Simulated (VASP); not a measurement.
# CO2 (Pnnm) in VASP: single point with r2SCAN+rVV10

Aim: the single point of CO2 with r2SCAN+rVV10.

Everything below comes from runs of VASP 6.6.1. Logs are shortened: lines on timing, memory, paths and dates and some standing lists are left out, and cuts for length are marked.

### Step 1. The cell of the first run

The structure is orthorhombic, space group Pnnm (No. 58). The conventional cell has a = 4.592 Å, b = 5.243 Å, c = 2.135 Å, α = 90.00°, β = 90.00°, γ = 90.00°. Within 1.9 Å of C (site symmetry 2/m) lie 4 O at 1.46 Å. O (site symmetry m) has 2 C at 1.46 Å within 1.9 Å.

### Step 2. Single point, r2SCAN+rVV10

POSCAR

```
CO2
1.0
    4.5916708410      0.0000000000      0.0000000000
    0.0000000000      5.2433328089      0.0000000000
    0.0000000000      0.0000000000      2.1354349212
C O
2 4
Direct
    0.5000000000      0.5000000000      0.5000000000
    0.0000000000      0.0000000000      0.0000000000
    0.8263497352      0.1127010649      0.5000000000
    0.1736502648      0.8872989351      0.5000000000
    0.3263497352      0.3872989351      0.0000000000
    0.6736502648      0.6127010649      0.0000000000
```

INCAR.step1

```
ALGO = Normal
EDIFF = 1E-4
ENCUT = 520
GGA = PE
ISMEAR = -1
LASPH = True
LCHARG = False
LREAL = False
LWAVE = True
NBANDS = 25
NELM = 100
PREC = Accurate
SIGMA = 0.03
```

INCAR.step2

```
ALGO = Normal
BPARAM = 11.95
CPARAM = 0.0093
EDIFF = 1E-6
ENCUT = 520
ISIF = 2
ISMEAR = -1
ISTART = 1
IVDW_NL = 2
LASPH = True
LCHARG = False
LMIXTAU = True
LREAL = False
LUSE_VDW = True
LWAVE = False
METAGGA = R2SCAN
NBANDS = 25
NELM = 100
PREC = Accurate
SIGMA = 0.03
```

KPOINTS

```
k-points
0
Gamma
  6 6 10
```

Potentials or basis: VASP PAW PBE potentials, release 64 (C, O).

Run with:

```bash
> cat potpaw_PBE.64/C/POTCAR potpaw_PBE.64/O/POTCAR > POTCAR
> cp INCAR.step1 INCAR
> mpirun -np 1 vasp_std > vasp.out
> cp INCAR.step2 INCAR
> mpirun -np 1 vasp_std > vasp.out
```

OUTCAR:

```text
BPARAM = 11.95
   EDIFF = 1E-6
   ENCUT = 520
   ISIF = 2
   ISMEAR = -1
   ISTART = 1
   IVDW_NL = 2
   LASPH = True
   LREAL = False
   METAGGA = R2SCAN
   NELM = 100
   PREC = Accurate

 ion  position               nearest neighbor table
   1  0.500  0.500  0.500-   5 1.46   6 1.46   5 1.46   6 1.46
   2  0.000  0.000  0.000-   3 1.46   4 1.46   3 1.46   4 1.46
   3  0.826  0.113  0.500-   2 1.46   2 1.46
   4  0.174  0.887  0.500-   2 1.46   2 1.46
   5  0.326  0.387  0.000-   1 1.46   1 1.46
   6  0.674  0.613  0.000-   1 1.46   1 1.46

  LATTYP: Found a simple orthorhombic cell.
 ALAT       =     2.1354349212
 B/A-ratio  =     2.1502274761
 C/A-ratio  =     2.4553933987

  Lattice vectors:

 A1 = (   0.0000000000,   0.0000000000,   2.1354349212)
 A2 = (   4.5916708410,   0.0000000000,   0.0000000000)
 A3 = (   0.0000000000,   5.2433328089,   0.0000000000)

Analysis of symmetry for initial positions (statically):
=====================================================================
 Subroutine PRICEL returns:
 Original cell was already a primitive cell.

 Routine SETGRP: Setting up the symmetry group for a
 simple orthorhombic supercell.

 Subroutine GETGRP returns: Found  8 space group operations
 (whereof  4 operations were pure point group operations)
 out of a pool of  8 trial point group operations.

The static configuration has the point symmetry C_2h.
 The point group associated with its full space group is D_2h.

Analysis of symmetry for dynamics (positions and initial velocities):
=====================================================================
 Subroutine PRICEL returns:
 Original cell was already a primitive cell.

 Routine SETGRP: Setting up the symmetry group for a
 simple orthorhombic supercell.

 Subroutine GETGRP returns: Found  8 space group operations
 (whereof  4 operations were pure point group operations)
 out of a pool of  8 trial point group operations.

The dynamic configuration has the point symmetry C_2h.
 The point group associated with its full space group is D_2h.

 Subroutine INISYM returns: Found  8 space group operations
 (whereof  4 operations are pure point group operations),
 and found     1 'primitive' translations

----------------------------------------------------------------------------------------

                                     Primitive cell

  volume of cell :      51.4120

  direct lattice vectors                    reciprocal lattice vectors
     4.591670841  0.000000000  0.000000000     0.217785646  0.000000000  0.000000000
     0.000000000  5.243332809  0.000000000     0.000000000  0.190718392  0.000000000
     0.000000000  0.000000000  2.135434921     0.000000000  0.000000000  0.468288680

  length of vectors
     4.591670841  5.243332809  2.135434921     0.217785646  0.190718392  0.468288680

  position of ions in fractional coordinates (direct lattice)
     0.500000000  0.500000000  0.500000000
     0.000000000  0.000000000  0.000000000
     0.826349735  0.112701065  0.500000000
     0.173650265  0.887298935  0.500000000
     0.326349735  0.387298935  0.000000000
     0.673650265  0.612701065  0.000000000

  ion indices of the primitive-cell ions
   primitive index   ion index
                 1           1
                 2           2
                 3           3
                 4           4
                 5           5
                 6           6

----------------------------------------------------------------------------------------

 KPOINTS: k-points

Automatic generation of k-mesh.
 Grid dimensions read from file:
 generate k-points for:    6    6   10

 Generating k-lattice:

  Cartesian coordinates                     Fractional coordinates (reciprocal lattice)
     0.036297608  0.000000000  0.000000000     0.166666667  0.000000000  0.000000000
     0.000000000  0.031786399  0.000000000     0.000000000  0.166666667  0.000000000
     0.000000000  0.000000000  0.046828868     0.000000000  0.000000000  0.100000000

  Length of vectors
     0.036297608  0.031786399  0.046828868

  Shift w.r.t. Gamma in fractional coordinates (k-lattice)
     0.000000000  0.000000000  0.000000000

 Subroutine IBZKPT returns following result:
 ===========================================

 Found     96 irreducible k-points:

 Following reciprocal coordinates:
            Coordinates               Weight
  0.000000  0.000000  0.000000      1.000000
  0.166667  0.000000  0.000000      2.000000
  0.333333  0.000000  0.000000      2.000000
  0.500000  0.000000  0.000000      1.000000
  0.000000  0.166667  0.000000      2.000000
  0.166667  0.166667  0.000000      4.000000
[... 16 lines left out ...]
  0.333333  0.166667  0.100000      8.000000
  0.500000  0.166667  0.100000      4.000000
 [... further k-points ...]
   k-points           NKPTS =     96   k-points in BZ     NKDIM =     96   number of bands    NBANDS=     25
   number of dos      NEDOS =    301   number of ions     NIONS =      6
   total plane-waves  NPLWV =  23040
   dimension x,y,z NGX =    36 NGY =   40 NGZ =   16
   dimension x,y,z NGXF=    72 NGYF=   80 NGZF=   32
   ions per type =               2   4
   NGX,Y,Z   is equivalent  to a cutoff of  13.03, 12.68, 12.46 a.u.
   NGXF,Y,Z  is equivalent  to a cutoff of  26.07, 25.36, 24.91 a.u.
 SYSTEM =  unknown system
   PREC   = accura    normal or accurate (medium, high low for compatibility)
   ISTART =      1    job   : 0-new  1-cont  2-samecut
   ICHARG =      0    charge: 1-file 2-atom 10-const
   ISPIN  =      1    spin polarized calculation?
   LNONCOLLINEAR =      F non collinear calculations
   LSORBIT =      F    spin-orbit coupling
   LASPH  =      T    aspherical Exc in radial PAW
   ENCUT  =  520.0 eV  38.22 Ry    6.18 a.u.   8.54  9.75  3.97*2*pi/ulx,y,z
   NELM   =    100;   NELMIN=  2; NELMDL=  0     # of ELM steps
   EDIFF  = 0.1E-05   stopping-criterion for ELM
   LREAL  =      F    real-space projection
   EDIFFG = 0.1E-04   stopping-criterion for IOM
   NSW    =      0    number of steps for IOM
   IBRION =     -1    ionic relax: 0-MD 1-quasi-New 2-CG
   NFREE  =      0    steps in history (QN), initial steepest desc. (CG)
   ISIF   =      2    stress and relaxation
   ISYM   =      2    0-nonsym 1-usesym 2-fastsym
   POTIM  = 0.5000    time-step for ionic-motion
   TEBEG  =    0.0;   TEEND  =   0.0 temperature during run
   PSTRESS=    0.0 pullay stress
   NELECT =      32.0000    total number of electrons
   NUPDOWN=      -1.0000    fix difference up-down
   EMIN   =  10.00;   EMAX   =-10.00  energy-range for DOS
   EFERMI =   0.00;   METHOD = LEGACY
   ISMEAR =    -1;   SIGMA  =   0.03  broadening in eV -4-tet -1-fermi 0-gaus
   EFERMI_NEDOS =   21; number of points for ismear=-14 and -15
   IALGO  =     38    algorithm
   IMIX   =      4    mixing-type and parameters
     AMIX     =   0.40;   BMIX     =  1.00
     AMIX_MAG =   1.60;   BMIX_MAG =  1.00
  volume/ion in A,a.u.               =       8.57        57.82
  Fermi-wavevector in a.u.,A,eV,Ry     =   1.397773  2.641408 26.582647  1.953769
  Thomas-Fermi vector in A             =   2.520996
   LORBIT       =      0    0 simple, 1 ext, 2 COOP (PROOUT), +10 PAW based schemes
   METAGGA = R2SCAN    functional components
   LHFCALC =     F    Hartree Fock is set to
   AEXX    =    0.0000 exact exchange contribution
   IVDW_NL    =     2    kernel type
   BPARAM     =11.9500
   IVDW    =     0    specifies the selected vdW correction
   LEPSILON=     F    determine dielectric tensor
   LRPA    =     F    only Hartree local field effects (RPA)
 non-spin polarized calculation
  energy-cutoff  :      520.00
  volume of cell :       51.41
 maximum number of plane-waves:      1412
 NGX is ok and might be reduce to    36
   NGX = 17   NGY = 19   NGZ =  7

 number of electron      31.9999990 magnetization

 Free energy of the ion-electron system (eV)
  ---------------------------------------------------
  ext. energy  EPLUGINS =         0.00000000
  ---------------------------------------------------
  free energy    TOTEN  =       -41.74283451 eV

  energy without entropy =      -41.74283451  energy(sigma->0) =      -41.74283451

 E-fermi :   2.5885     XC(G=0): -11.4450

 val. band max:        2.0215566530   @ k =   0.0000   0.5000   0.0000
 cond. band min:       3.0892251806   @ k =   0.0000   0.5000   0.5000
 fundamental gap:      1.0676685276
 Fermi energy:         2.5884643928

 k-point     1 :       0.0000    0.0000    0.0000
  band No.  band energies     occupation
      1     -23.8191      2.00000
      2     -23.2832      2.00000
      3     -19.1524      2.00000
      4     -19.1416      2.00000
      5      -6.6936      2.00000
      6      -6.1492      2.00000
[... 17 lines left out ...]
     24      14.4328      0.00000
     25      14.7009      0.00000

 k-point     2 :       0.1667    0.0000    0.0000
  band No.  band energies     occupation
      1     -23.7819      2.00000
      2     -23.3172      2.00000
      3     -19.1595      2.00000
      4     -19.1482      2.00000
      5      -6.7694      2.00000
      6      -6.6567      2.00000
[... 17 lines left out ...]
     24      14.4526      0.00000
     25      14.6840      0.00000

 k-point     3 :       0.3333    0.0000    0.0000
  band No.  band energies     occupation
      1     -23.6810      2.00000
      2     -23.4115      2.00000
      3     -19.1715      2.00000
      4     -19.1625      2.00000
      5      -7.0208      2.00000
      6      -6.9643      2.00000
[... 552 lines left out ...]
 k-point    23 :       0.3333    0.1667    0.1000
  band No.  band energies     occupation
      1     -23.4510      2.00000
      2     -23.2219      2.00000
      3     -18.9469      2.00000
      4     -18.9290      2.00000
      5      -6.9018      2.00000
      6      -6.4534      2.00000
[... 17 lines left out ...]
     24      14.5287      0.00000
     25      15.3561      0.00000

 k-point    24 :       0.5000    0.1667    0.1000
  band No.  band energies     occupation
      1     -23.3336      2.00000
      2     -23.3336      2.00000
      3     -18.9474      2.00000
      4     -18.9474      2.00000
      5      -6.7672      2.00000
      6      -6.7672      2.00000
[... 17 lines left out ...]
     24      14.4080      0.00000
     25      15.3293      0.00000

 [... further k-points ...]

------------------------ aborting loop because EDIFF is reached ----------------------------------------

  FORCE on cell =-STRESS in cart. coord.  units (eV):
  Direction    XX          YY          ZZ          XY          YZ          ZX
  --------------------------------------------------------------------------------------
  -------------------------------------------------------------------------------------
  Total        0.3603900      0.1002806      1.1543338      0.0000000      0.0000000      0.0000000
  in kB       11.2310095      3.1250944     35.9730685      0.0000000      0.0000000      0.0000000
  external PRESSURE =      16.7763908 kB  Pullay stress =       0.0000000 kB

 VOLUME and BASIS-vectors are now :
 -----------------------------------------------------------------------------
  energy-cutoff  :      520.00
  volume of cell :       51.41
      direct lattice vectors                 reciprocal lattice vectors
     4.591670841  0.000000000  0.000000000     0.217785646  0.000000000  0.000000000
     0.000000000  5.243332809  0.000000000     0.000000000  0.190718392  0.000000000
     0.000000000  0.000000000  2.135434921     0.000000000  0.000000000  0.468288680

 POSITION                                       TOTAL-FORCE (eV/Angst)
 -----------------------------------------------------------------------------------
      2.29584      2.62167      1.06772        -0.000000      0.000000      0.000000
      0.00000      0.00000      0.00000        -0.000000      0.000000      0.000000
      3.79433      0.59093      1.06772        -0.173111      0.133525     -0.000000
      0.79734      4.65240      1.06772         0.173111     -0.133525      0.000000
      1.49849      2.03074      0.00000        -0.173111     -0.133525     -0.000000
      3.09318      3.21260      0.00000         0.173111      0.133525      0.000000
 -----------------------------------------------------------------------------------
    total drift:                                0.000000      0.000000      0.000000

  FREE ENERGIE OF THE ION-ELECTRON SYSTEM (eV)
  ---------------------------------------------------
  free  energy   TOTEN  =       -41.7428345096 eV

  energy  without entropy=      -41.7428345072  energy(sigma->0) =      -41.74283451
```

Wall time 9 min (1 thread of Intel Xeon 8259CL, shared host); peak memory 0.33 GiB.

What came out:

```yaml
Free_energy: -41.7428 eV
Pressure: 1.7 GPa
Largest_force: 0.219 eV/Å
Band_gap_on_the_k_mesh: 1.07 eV (least direct gap 1.49 eV)
```

Forces on the atoms (eV/Å):
```
C    0.000  0.000  0.000
C    0.000  0.000  0.000
O   -0.173  0.134  0.000
O    0.173 -0.134  0.000
O   -0.173 -0.134  0.000
O    0.173  0.134  0.000
```

Stress tensor (GPa, compression positive):
```
1.12 0.00 0.00
0.00 0.31 0.00
0.00 0.00 3.60
```

Caveat: the PAW data sets were made with another functional, which shifts forces and pressure a little. A k mesh can miss the band edges.
